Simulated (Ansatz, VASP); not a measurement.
GaN: VASP beside Ansatz

```
Ga N
1.0
     0.00000    2.09103    2.09103
     2.09103    0.00000    2.09103
     2.09103    2.09103    0.00000
Ga N
1 1
Direct
  0.00000 0.00000 0.00000
  0.50000 0.50000 0.50000
```

Alike in both runs: functional LDA; k mesh 8 × 8 × 8; occupations gaussian, width 0.1 eV; no spin polarisation.

Ansatz relaxed the structure, and its values are those at the end. VASP's run is a single point on that final structure, the one shown.

```csv
,VASP,Ansatz
version,VASP 6.6.1,Ansatz 0.2.0
potentials or method,"VASP PAW LDA potentials, release 64 (Ga_d, N), cutoff 600 eV","scalar-relativistic, plane waves, PAW"
valence electrons in the cell,18,18
```

|  | VASP | Ansatz | Ansatz less VASP |
| --- | --- | --- | --- |
| gap on the k mesh at the Fermi level (eV) | 0.63 | 0.62 | -0.017 |
| least direct gap on the mesh (eV) | 3.24 | 3.22 | -0.023 |
| pressure (GPa) | 1.0 | -0.2 | -1.25 |

Ansatz warns that its potentials were made for another functional, while VASP's fit it. LDA's correlation is that of Perdew and Zunger in VASP and of Perdew and Wang (1992) in Ansatz.
